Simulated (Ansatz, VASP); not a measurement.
## One calculation of La, two programs

File POSCAR:

```
La
1.0
    0.0000000000      3.2849071823      3.2849071823
    3.2849071823      0.0000000000      3.2849071823
    3.2849071823      3.2849071823      0.0000000000
La
2
Direct
    0.1250000000      0.1250000000      0.1250000000
    0.8750000000      0.8750000000      0.8750000000
```

Contents of INCAR.step1:

```
SYSTEM = La
PREC = Accurate
ENCUT = 550
ISMEAR = -1
SIGMA = 0.1
LREAL = .False.
LASPH = .True.
NELM = 200
NBANDS = 18
GGA = PE
ALGO = Normal
EDIFF = 1E-5
LWAVE = .True.
LCHARG = .False.
GGA_COMPAT = .False.
LMAXMIX = 6
```

Contents of INCAR.step2:

```
SYSTEM = La
PREC = Accurate
ENCUT = 550
EDIFF = 1E-6
ISMEAR = -1
SIGMA = 0.1
LREAL = .False.
LASPH = .True.
NELM = 200
ALGO = Normal
ISIF = 2
LWAVE = .False.
LCHARG = .False.
METAGGA = R2SCAN
LMIXTAU = .True.
NBANDS = 18
ISTART = 1
GGA_COMPAT = .False.
LMAXMIX = 6
```

KPOINTS

```
Automatic mesh
0
Gamma
  9 9 9
  0 0 0
```

Input for Ansatz:

```yaml
crystal:
  lattice:
    - [0.0, 3.2849071823, 3.2849071823]
    - [3.2849071823, 0.0, 3.2849071823]
    - [3.2849071823, 3.2849071823, 0.0]
  atoms:
    - { symbol: La, position: [0.125, 0.125, 0.125] }
    - { symbol: La, position: [0.875, 0.875, 0.875] }
hamiltonian:
  xc: r2scan
  pseudopotentials:
    kind: paw
    azcp:
      La: "pseudopotentials/La.paw.azcp"
basis:
  ecutwfc: 500
  fft_grid_basis: typed
kpoints:
  mp_grid: { grid: [9, 9, 9], shift: [0, 0, 0] }
magnetization:
  spin_polarized: false
scf:
  occupations: { method: fermi_dirac, width: 0.1 }
  lower_state_search: "off"
output:
  stress: true
```

Alike in both runs: task single point; functional r2SCAN; k mesh 9 × 9 × 9; occupations fermi-dirac, width 0.1 eV; no spin polarisation.

|  | VASP | Ansatz |
| --- | --- | --- |
| version | VASP 6.6.1 | Ansatz 0.2.0 |
| potentials or method | VASP PAW PBE potentials, release 64 (La), cutoff 550 eV | plane waves (500 eV) with PAW, scalar-relativistic |
| valence electrons in the cell | 22 | 22 |

|  | VASP | Ansatz | Ansatz less VASP |
| --- | --- | --- | --- |
| pressure (GPa) | 2.1 | 2.2 | +0.10 |

VASP's potentials were made for PBE, not for r2SCAN.

Spin-orbit coupling is off throughout.
